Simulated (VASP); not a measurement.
# W (Fm-3m) in VASP: notebook

The runs below take W through single point, with PBE.

Everything below comes from runs of VASP 6.6.1. Logs are shortened: lines on timing, memory, paths and dates and some standing lists are left out, and cuts for length are marked.

## (1) The cell of the first run

The structure is cubic, space group Fm-3m (No. 225). The conventional cell has a = 3.886 Å, b = 3.886 Å, c = 3.886 Å, α = 90.00°, β = 90.00°, γ = 90.00°. W (site symmetry m-3m) has 12 W at 2.75 Å within 3.6 Å.

## (2) Single point, PBE

File INCAR:

```
  PREC = Accurate
  ENCUT = 520
  EDIFF = 1E-6
  ISMEAR = 1
  SIGMA = 0.05
  LREAL = F
  LASPH = T
  NELM = 100
  ALGO = Normal
  ISIF = 2
  LWAVE = F
  LCHARG = F
  GGA = PE
  NBANDS = 13
```

File KPOINTS:

```
Automatic mesh
0
Gamma
  12 12 12
```

File POSCAR:

```
W
1.0
    0.0000000000      1.9430332155      1.9430332155
    1.9430332155      0.0000000000      1.9430332155
    1.9430332155      1.9430332155      0.0000000000
W
1
Direct
    0.0000000000      0.0000000000      0.0000000000
```

Potentials or basis: VASP PAW PBE potentials, release 64 (W_sv).

Command:

```
cat potpaw_PBE.64/W_sv/POTCAR > POTCAR
mpirun -np 1 vasp_std > vasp.out
```

OUTCAR:

```text
PREC = Accurate
   ENCUT = 520
   EDIFF = 1E-6
   ISMEAR = 1
   LREAL = F
   LASPH = T
   NELM = 100
   ISIF = 2
   GGA = PE

 ion  position               nearest neighbor table
   1  0.000  0.000  0.000-

  LATTYP: Found a face centered cubic cell.
 ALAT       =     3.8860664310

  Lattice vectors:

 A1 = (   0.0000000000,   1.9430332155,   1.9430332155)
 A2 = (   1.9430332155,   0.0000000000,   1.9430332155)
 A3 = (   1.9430332155,   1.9430332155,   0.0000000000)

Analysis of symmetry for initial positions (statically):
=====================================================================
 Subroutine PRICEL returns:
 Original cell was already a primitive cell.

 Routine SETGRP: Setting up the symmetry group for a
 face centered cubic supercell.

 Subroutine GETGRP returns: Found 48 space group operations
 (whereof 48 operations were pure point group operations)
 out of a pool of 48 trial point group operations.

The static configuration has the point symmetry O_h .

Analysis of symmetry for dynamics (positions and initial velocities):
=====================================================================
 Subroutine PRICEL returns:
 Original cell was already a primitive cell.

 Routine SETGRP: Setting up the symmetry group for a
 face centered cubic supercell.

 Subroutine GETGRP returns: Found 48 space group operations
 (whereof 48 operations were pure point group operations)
 out of a pool of 48 trial point group operations.

The dynamic configuration has the point symmetry O_h .

 Subroutine INISYM returns: Found 48 space group operations
 (whereof 48 operations are pure point group operations),
 and found     1 'primitive' translations

----------------------------------------------------------------------------------------

                                     Primitive cell

  volume of cell :      14.6714

  direct lattice vectors                    reciprocal lattice vectors
     0.000000000  1.943033216  1.943033216    -0.257329621  0.257329621  0.257329621
     1.943033216  0.000000000  1.943033216     0.257329621 -0.257329621  0.257329621
     1.943033216  1.943033216  0.000000000     0.257329621  0.257329621 -0.257329621

  length of vectors
     2.747863926  2.747863926  2.747863926     0.445707977  0.445707977  0.445707977

  position of ions in fractional coordinates (direct lattice)
     0.000000000  0.000000000  0.000000000

  ion indices of the primitive-cell ions
   primitive index   ion index
                 1           1

----------------------------------------------------------------------------------------

 KPOINTS: Automatic mesh

Automatic generation of k-mesh.
 Grid dimensions read from file:
 generate k-points for:   12   12   12

 Generating k-lattice:

  Cartesian coordinates                     Fractional coordinates (reciprocal lattice)
    -0.021444135  0.021444135  0.021444135     0.083333333  0.000000000  0.000000000
     0.021444135 -0.021444135  0.021444135     0.000000000  0.083333333  0.000000000
     0.021444135  0.021444135 -0.021444135     0.000000000  0.000000000  0.083333333

  Length of vectors
     0.037142331  0.037142331  0.037142331

  Shift w.r.t. Gamma in fractional coordinates (k-lattice)
     0.000000000  0.000000000  0.000000000

 Subroutine IBZKPT returns following result:
 ===========================================

 Found     72 irreducible k-points:

 Following reciprocal coordinates:
            Coordinates               Weight
  0.000000  0.000000  0.000000      1.000000
  0.083333  0.000000  0.000000      8.000000
  0.166667  0.000000  0.000000      8.000000
  0.250000  0.000000  0.000000      8.000000
  0.333333  0.000000  0.000000      8.000000
  0.416667  0.000000  0.000000      8.000000
[... 16 lines left out ...]
  0.500000  0.166667  0.000000     24.000000
 -0.416667  0.166667  0.000000     24.000000
 [... further k-points ...]
   k-points           NKPTS =     72   k-points in BZ     NKDIM =     72   number of bands    NBANDS=     13
   number of dos      NEDOS =    301   number of ions     NIONS =      1
   total plane-waves  NPLWV =   8000
   dimension x,y,z NGX =    20 NGY =   20 NGZ =   20
   dimension x,y,z NGXF=    40 NGYF=   40 NGZF=   40
   ions per type =               1
   NGX,Y,Z   is equivalent  to a cutoff of  12.10, 12.10, 12.10 a.u.
   NGXF,Y,Z  is equivalent  to a cutoff of  24.20, 24.20, 24.20 a.u.
 SYSTEM =  unknown system
   PREC   = accura    normal or accurate (medium, high low for compatibility)
   ISTART =      0    job   : 0-new  1-cont  2-samecut
   ICHARG =      2    charge: 1-file 2-atom 10-const
   ISPIN  =      1    spin polarized calculation?
   LNONCOLLINEAR =      F non collinear calculations
   LSORBIT =      F    spin-orbit coupling
   LASPH  =      T    aspherical Exc in radial PAW
   ENCUT  =  520.0 eV  38.22 Ry    6.18 a.u.   5.11  5.11  5.11*2*pi/ulx,y,z
   NELM   =    100;   NELMIN=  2; NELMDL= -5     # of ELM steps
   EDIFF  = 0.1E-05   stopping-criterion for ELM
   LREAL  =      F    real-space projection
   EDIFFG = 0.1E-04   stopping-criterion for IOM
   NSW    =      0    number of steps for IOM
   IBRION =     -1    ionic relax: 0-MD 1-quasi-New 2-CG
   NFREE  =      0    steps in history (QN), initial steepest desc. (CG)
   ISIF   =      2    stress and relaxation
   ISYM   =      2    0-nonsym 1-usesym 2-fastsym
   POTIM  = 0.5000    time-step for ionic-motion
   TEBEG  =    0.0;   TEEND  =   0.0 temperature during run
   PSTRESS=    0.0 pullay stress
   NELECT =      14.0000    total number of electrons
   NUPDOWN=      -1.0000    fix difference up-down
   EMIN   =  10.00;   EMAX   =-10.00  energy-range for DOS
   EFERMI =   0.00;   METHOD = LEGACY
   ISMEAR =     1;   SIGMA  =   0.05  broadening in eV -4-tet -1-fermi 0-gaus
   EFERMI_NEDOS =   21; number of points for ismear=-14 and -15
   IALGO  =     38    algorithm
   IMIX   =      4    mixing-type and parameters
     AMIX     =   0.40;   BMIX     =  1.00
     AMIX_MAG =   1.60;   BMIX_MAG =  1.00
  volume/ion in A,a.u.               =      14.67        99.01
  Fermi-wavevector in a.u.,A,eV,Ry     =   1.611736  3.045740 35.343766  2.597693
  Thomas-Fermi vector in A             =   2.707079
   LORBIT       =      0    0 simple, 1 ext, 2 COOP (PROOUT), +10 PAW based schemes
   GGA     = PE    functional components
   LHFCALC =     F    Hartree Fock is set to
   AEXX    =    0.0000 exact exchange contribution
   IVDW    =     0    specifies the selected vdW correction
   LEPSILON=     F    determine dielectric tensor
   LRPA    =     F    only Hartree local field effects (RPA)
 non-spin polarized calculation
 Methfessel and Paxton  Order N= 1 SIGMA  =   0.05
  energy-cutoff  :      520.00
  volume of cell :       14.67
 maximum number of plane-waves:       411
   NGX = 11   NGY = 11   NGZ = 11

 number of electron      14.0000003 magnetization

 Free energy of the ion-electron system (eV)
  ---------------------------------------------------
  ext. energy  EPLUGINS =         0.00000000
  ---------------------------------------------------
  free energy    TOTEN  =       -12.26202480 eV

  energy without entropy =      -12.26191675  energy(sigma->0) =      -12.26198878

 E-fermi :  12.0581     XC(G=0): -14.0697

 val. band max:       12.0312989273   @ k =  -0.2500   0.0833   0.0000
 cond. band min:      12.0702599216   @ k =   0.5000   0.1667   0.0833
 fundamental gap:      0.0389609942
 Fermi energy:        12.0581451283

 k-point     1 :       0.0000    0.0000    0.0000
  band No.  band energies     occupation
      1     -61.3646      2.00000
      2     -24.8181      2.00000
      3     -24.8181      2.00000
      4     -24.8181      2.00000
      5       2.5347      2.00000
      6      11.3871      2.00000
      7      11.3871      2.00000
      8      11.3871      2.00000
      9      15.0505      0.00000
     10      15.0505      0.00000
     11      25.0069      0.00000
     12      30.7939      0.00000
     13      30.7939      0.00000

 k-point     2 :       0.0833    0.0000    0.0000
  band No.  band energies     occupation
      1     -61.3529      2.00000
      2     -24.9397      2.00000
      3     -24.8331      2.00000
      4     -24.8331      2.00000
      5       2.8826      2.00000
      6      11.1184      2.00000
      7      11.5470      2.00000
      8      11.5470      2.00000
      9      14.8938      0.00000
     10      14.8938      0.00000
     11      25.7011      0.00000
     12      29.5332      0.00000
     13      31.4533      0.00000

 k-point     3 :       0.1667    0.0000    0.0000
  band No.  band energies     occupation
      1     -61.3209      2.00000
      2     -25.2635      2.00000
      3     -24.8736      2.00000
      4     -24.8736      2.00000
      5       3.8180      2.00000
      6      10.5735      2.00000
      7      11.8645      2.00000
      8      11.8645      2.00000
      9      14.6986      0.00000
     10      14.6986      0.00000
     11      26.7586      0.00000
     12      28.4044      0.00000
     13      33.2840      0.00000

 k-point     4 :       0.2500    0.0000    0.0000
  band No.  band energies     occupation
      1     -61.2771      2.00000
      2     -25.6872      2.00000
      3     -24.9285      2.00000
      4     -24.9285      2.00000
      5       4.9642      2.00000
      6      10.3354      2.00000
      7      11.8819      2.00001
      8      11.8819      2.00001
      9      15.1091      0.00000
     10      15.1091      0.00000
     11      25.4891      0.00000
     12      30.1503      0.00000
     13      35.9787      0.00000

 k-point     5 :       0.3333    0.0000    0.0000
  band No.  band energies     occupation
      1     -61.2331      2.00000
      2     -26.0920      2.00000
      3     -24.9826      2.00000
      4     -24.9826      2.00000
      5       5.6954      2.00000
      6      11.0128      2.00000
      7      11.5490      2.00000
      8      11.5490      2.00000
      9      16.2172      0.00000
     10      16.2172      0.00000
     11      24.3463      0.00000
     12      29.3921      0.00000
     13      35.7471      0.00000
[... 257 lines left out ...]
 k-point    22 :       0.4167    0.1667    0.0000
  band No.  band energies     occupation
      1     -61.1971      2.00000
      2     -26.1459      2.00000
      3     -25.2049      2.00000
      4     -25.1339      2.00000
      5       6.7545      2.00000
      6       9.6517      2.00000
      7      10.7477      2.00000
      8      12.6217     -0.00000
      9      17.2523      0.00000
     10      17.8463      0.00000
     11      25.4572      0.00000
     12      28.5694      0.00000
     13      31.9435      0.00000

 k-point    23 :       0.5000    0.1667    0.0000
  band No.  band energies     occupation
      1     -61.1743      2.00000
      2     -26.3154      2.00000
      3     -25.2940      2.00000
      4     -25.1329      2.00000
      5       6.9020      2.00000
      6       9.7206      2.00000
      7      11.4968      2.00000
      8      12.2853     -0.00000
      9      18.0949      0.00000
     10      19.2289      0.00000
     11      23.5354      0.00000
     12      27.4388      0.00000
     13      31.5030      0.00000

 k-point    24 :      -0.4167    0.1667    0.0000
  band No.  band energies     occupation
      1     -61.1714      2.00000
      2     -26.3297      2.00000
      3     -25.3496      2.00000
      4     -25.0980      2.00000
      5       7.0048      2.00000
      6       9.7813      2.00000
      7      11.7923      2.00000
      8      12.1250     -0.06763
      9      17.2298      0.00000
     10      19.9782      0.00000
     11      23.4987      0.00000
     12      27.4414      0.00000
     13      31.4180      0.00000

 [... further k-points ...]

------------------------ aborting loop because EDIFF is reached ----------------------------------------

  FORCE on cell =-STRESS in cart. coord.  units (eV):
  Direction    XX          YY          ZZ          XY          YZ          ZX
  --------------------------------------------------------------------------------------
  -------------------------------------------------------------------------------------
  Total        3.7739411      3.7739411      3.7739411     -0.0000000      0.0000000      0.0000000
  in kB      412.1307571    412.1307571    412.1307571     -0.0000000      0.0000000      0.0000000
  external PRESSURE =     412.1307571 kB  Pullay stress =       0.0000000 kB

 VOLUME and BASIS-vectors are now :
 -----------------------------------------------------------------------------
  energy-cutoff  :      520.00
  volume of cell :       14.67
      direct lattice vectors                 reciprocal lattice vectors
     0.000000000  1.943033216  1.943033216    -0.257329621  0.257329621  0.257329621
     1.943033216  0.000000000  1.943033216     0.257329621 -0.257329621  0.257329621
     1.943033216  1.943033216  0.000000000     0.257329621  0.257329621 -0.257329621

 POSITION                                       TOTAL-FORCE (eV/Angst)
 -----------------------------------------------------------------------------------
      0.00000      0.00000      0.00000         0.000000      0.000000     -0.000000
 -----------------------------------------------------------------------------------
    total drift:                                0.000000      0.000000      0.000000

  FREE ENERGIE OF THE ION-ELECTRON SYSTEM (eV)
  ---------------------------------------------------
  free  energy   TOTEN  =       -12.2620247955 eV

  energy  without entropy=      -12.2619167513  energy(sigma->0) =      -12.26198878
```

Wall time 8.5 s (1 thread of Intel Xeon Platinum 8488C (Sapphire Rapids), shared host); peak memory 0.13 GiB.

Results:

```
Free energy            : -12.2620 eV
Pressure               : 41.2 GPa
Band gap on the k mesh : zero (band 7 reaches 15.88 eV, above the bottom of band 8 at 11.39 eV)
```

Levels at points of the mesh, in eV from the Fermi level:
| k point | band 4 | band 5 | band 6 | band 7 | band 8 | band 9 | band 10 | band 11 |
| --- | --- | --- | --- | --- | --- | --- | --- | --- |
| (0.00, 0.00, 0.00) | -36.88 | -9.52 | -0.67 | -0.67 | -0.67 | 2.99 | 2.99 | 12.95 |
| (0.50, 0.00, 0.00) | -37.09 | -6.20 | -0.95 | -0.95 | 1.08 | 5.92 | 5.92 | 12.13 |
| (0.50, 0.50, 0.00) | -37.47 | -6.29 | -5.23 | 3.82 | 5.89 | 6.80 | 6.80 | 12.80 |

Caveat: spin-orbit coupling is left out, which moves the levels of the heavy elements.

## (3) Single point, PBE

This run uses another cell than the first one, of 15.43 Å³/atom, 1.052 times its volume.

File INCAR:

```
PREC     = Accurate       # precision mode
ENCUT    = 520            # plane-wave cutoff, eV
EDIFF    = 1E-6           # SCF threshold, eV
ISMEAR   = 1              # smearing method
SIGMA    = 0.05           # smearing width, eV
LREAL    = F              # projectors in reciprocal space
LASPH    = T              # aspherical terms in the spheres
NELM     = 100            # most SCF steps
ALGO     = Normal         # electronic algorithm
ISIF     = 2              # what is computed and relaxed
LWAVE    = F              # write WAVECAR
LCHARG   = F              # write CHGCAR
GGA      = PE             # functional
NBANDS   = 13             # bands
```

KPOINTS is that of step 2.

File POSCAR:

```
W
1.0
    0.0000000000      1.9758638910      1.9758638910
    1.9758638910      0.0000000000      1.9758638910
    1.9758638910      1.9758638910      0.0000000000
W
1
Direct
    0.0000000000      0.0000000000      0.0000000000
```

Potentials or basis: VASP PAW PBE potentials, release 64 (W_sv).

Command:

```
cat potpaw_PBE.64/W_sv/POTCAR > POTCAR
mpirun -np 1 vasp_std > vasp.out
```

OUTCAR:

```text
PREC = Accurate
   ENCUT = 520
   EDIFF = 1E-6
   ISMEAR = 1
   LREAL = F
   LASPH = T
   NELM = 100
   ISIF = 2
   GGA = PE

 ion  position               nearest neighbor table
   1  0.000  0.000  0.000-

  LATTYP: Found a face centered cubic cell.
 ALAT       =     3.9517277820

  Lattice vectors:

 A1 = (   0.0000000000,   1.9758638910,   1.9758638910)
 A2 = (   1.9758638910,   0.0000000000,   1.9758638910)
 A3 = (   1.9758638910,   1.9758638910,   0.0000000000)

Analysis of symmetry for initial positions (statically):
[... 553 lines left out ...]
      5       6.4929      2.00000
      6       9.2145      2.00000
      7      10.9770      2.00000
      8      11.4279     -0.04320
      9      16.1795      0.00000
     10      18.7519      0.00000
     11      22.0471      0.00000
     12      26.4201      0.00000
     13      29.8878      0.00000

 [... further k-points ...]
[... 5 lines left out ...]
  --------------------------------------------------------------------------------------
  -------------------------------------------------------------------------------------
  Total        1.9949021      1.9949021      1.9949021      0.0000000      0.0000000      0.0000000
  in kB      207.1720221    207.1720221    207.1720221      0.0000000      0.0000000      0.0000000
  external PRESSURE =     207.1720221 kB  Pullay stress =       0.0000000 kB

 VOLUME and BASIS-vectors are now :
 -----------------------------------------------------------------------------
  energy-cutoff  :      520.00
  volume of cell :       15.43
      direct lattice vectors                 reciprocal lattice vectors
     0.000000000  1.975863891  1.975863891    -0.253053868  0.253053868  0.253053868
     1.975863891  0.000000000  1.975863891     0.253053868 -0.253053868  0.253053868
     1.975863891  1.975863891  0.000000000     0.253053868  0.253053868 -0.253053868

 POSITION                                       TOTAL-FORCE (eV/Angst)
 -----------------------------------------------------------------------------------
      0.00000      0.00000      0.00000         0.000000      0.000000      0.000000
 -----------------------------------------------------------------------------------
    total drift:                                0.000000     -0.000000     -0.000000

  FREE ENERGIE OF THE ION-ELECTRON SYSTEM (eV)
  ---------------------------------------------------
  free  energy   TOTEN  =       -12.4075642018 eV

  energy  without entropy=      -12.4073942552  energy(sigma->0) =      -12.40750755
```

Wall time 13 s (1 thread of Intel Xeon Platinum 8488C (Sapphire Rapids), shared host); peak memory 0.15 GiB.

Results:

```yaml
Free_energy: -12.4076 eV
Pressure: 20.7 GPa
Band_gap_on_the_k_mesh: zero (band 7 reaches 14.78 eV, above the bottom of band 8 at 10.73 eV)
```

Caveat: spin-orbit coupling is left out, which moves the levels of the heavy elements.

## (4) Single point, PBE

This run uses another cell than the first one, of 15.04 Å³/atom, 1.025 times its volume.

File INCAR:

```
SYSTEM = W
PREC = Accurate
ENCUT = 520
EDIFF = 1E-7
ISMEAR = 1
SIGMA = 0.05
LREAL = .False.
LASPH = .True.
NELM = 80
ALGO = Normal
ISIF = 2
LWAVE = .False.
LCHARG = .False.
GGA = PE
NBANDS = 13
```

File KPOINTS:

```
regular mesh
0
Gamma
  12 12 12
  0 0 0
```

File POSCAR:

```
W
1.0
    0.0000000000      1.9591188864      1.9591188864
    1.9591188864      0.0000000000      1.9591188864
    1.9591188864      1.9591188864      0.0000000000
W
1
Direct
    0.0000000000      0.0000000000      0.0000000000
```

Command:

```
cat potpaw_PBE.64/W_sv/POTCAR > POTCAR
mpirun -np 1 vasp_std > vasp.out
```

Wall time 11 s (1 thread of Intel Xeon Platinum 8488C (Sapphire Rapids), shared host); peak memory 0.15 GiB.

The run converged. Its results:

```yaml
Free_energy: -12.3448 eV
Pressure: 30.9 GPa
Band_gap_on_the_k_mesh: zero (band 7 reaches 15.33 eV, above the bottom of band 8 at 11.06 eV)
```

Levels at points of the mesh, in eV from the Fermi level:
| k point | band 4 | band 5 | band 6 | band 7 | band 8 | band 9 | band 10 | band 11 |
| --- | --- | --- | --- | --- | --- | --- | --- | --- |
| (0.00, 0.00, 0.00) | -36.97 | -9.41 | -0.64 | -0.64 | -0.64 | 2.90 | 2.90 | 12.92 |
| (0.50, 0.00, 0.00) | -37.17 | -6.06 | -0.91 | -0.91 | 0.97 | 5.72 | 5.72 | 11.71 |
| (0.50, 0.50, 0.00) | -37.52 | -6.10 | -5.06 | 3.63 | 5.69 | 6.56 | 6.56 | 12.56 |

Caveat: spin-orbit coupling is left out, which moves the levels of the heavy elements.

## (5) Summary

| cell | gap on the mesh (eV) | pressure (GPa) |
| --- | --- | --- |
| a = 2.748 Å, angles 60.0°, 1 atom | none | 41.2 |
| a = 2.794 Å, angles 60.0°, 1 atom | none | 20.7 |
| a = 2.771 Å, angles 60.0°, 1 atom | none | 30.9 |

Alike in all rows: task single point; level PBE; potentials or basis VASP PAW PBE potentials, release 64 (W_sv); no spin polarisation; k mesh 12 × 12 × 12; cutoff (eV) 520; smearing methfessel-paxton 0.05 eV.

Caveats: spin-orbit coupling is left out, which moves the levels of the heavy elements.

Absolute energies hang on the potentials; compare differences alone.
